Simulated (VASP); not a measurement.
A run of VASP 6.6.1:

INCAR

```
SYSTEM = TiSi2
PREC = Accurate
ENCUT = 520
EDIFF = 1E-6
ISMEAR = -1
SIGMA = 0.05
LREAL = .FALSE.
LASPH = .TRUE.
NELM = 60
ALGO = Normal
ISIF = 2
LWAVE = .FALSE.
LCHARG = .FALSE.
GGA = PE
NBANDS = 29
```

File KPOINTS:

```
regular mesh
0
G
  7 7 7
  0 0 0
```

The input POSCAR:

```
TiSi2
1.0
    0.0000000000      4.1236645359      4.2890152237
    2.4029342491      0.0000000000      4.2890152237
    2.4029342491      4.1236645359      0.0000000000
Ti Si
2 4
Direct
    0.7500000000      0.7500000000      0.7500000000
    0.5000000000      0.5000000000      0.5000000000
    0.4127754596      0.0872245404      0.4127754596
    0.0872245404      0.4127754596      0.0872245404
    0.1627754596      0.8372245404      0.1627754596
    0.8372245404      0.1627754596      0.8372245404
```

Potentials or basis: VASP PAW PBE potentials, release 64 (Ti_sv, Si).

Run with:

```sh
$ cat potpaw_PBE.64/Ti_sv/POTCAR potpaw_PBE.64/Si/POTCAR > POTCAR
$ mpirun -np 1 vasp_std > vasp.out
```

Hardware: 1 thread of Intel(R) Xeon(R) Platinum 8375C CPU @ 2.90GHz (Ice Lake), on a shared host.

Q: Estimate the wall time of this run.

A: Wall time 2.8 min on 1 thread of Intel(R) Xeon(R) Platinum 8375C CPU @ 2.90GHz (Ice Lake), with other jobs on the host, peak memory 0.31 GiB. Counts: scf iterations 14, k points 64.
